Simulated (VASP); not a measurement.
Crystal: Ni.

```xyz
2
Lattice="0.0000 -1.7716 -1.7716 -3.5433 -1.7716 -1.7716 0.0000 1.7716 -1.7716" Properties=species:S:1:pos:R:3 pbc="T T T"
Ni    0.0000    0.0000    0.0000
Ni   -1.7716    0.0000   -1.7716
```

Base run:

| Quantity | Value |
| --- | --- |
| Program | VASP 6.6.1 |
| Functional | LDA |
| Potentials or basis | VASP PAW LDA potentials, release 64 (Ni) |
| Cutoff | 520 eV |
| k mesh | 12 × 7 × 10 |
| Occupations | gaussian, width 0.1 eV |
| Spin | collinear spin, ferromagnetic start |
| Starting moments | [0.06, 0.06] μB |

Its results: pressure -20.2 GPa.

Q: The run is repeated on the same cell with these changes: spin from collinear spin, ferromagnetic start to no spin polarisation; further incar settings from ALGO = Normal; EDIFF = 1e-07; NBANDS = 21; ISYM = 0 to ALGO = Normal; EDIFF = 1e-06; NBANDS = 17; ISYM = 0. What comes out?

A: Pressure -21.2 GPa.
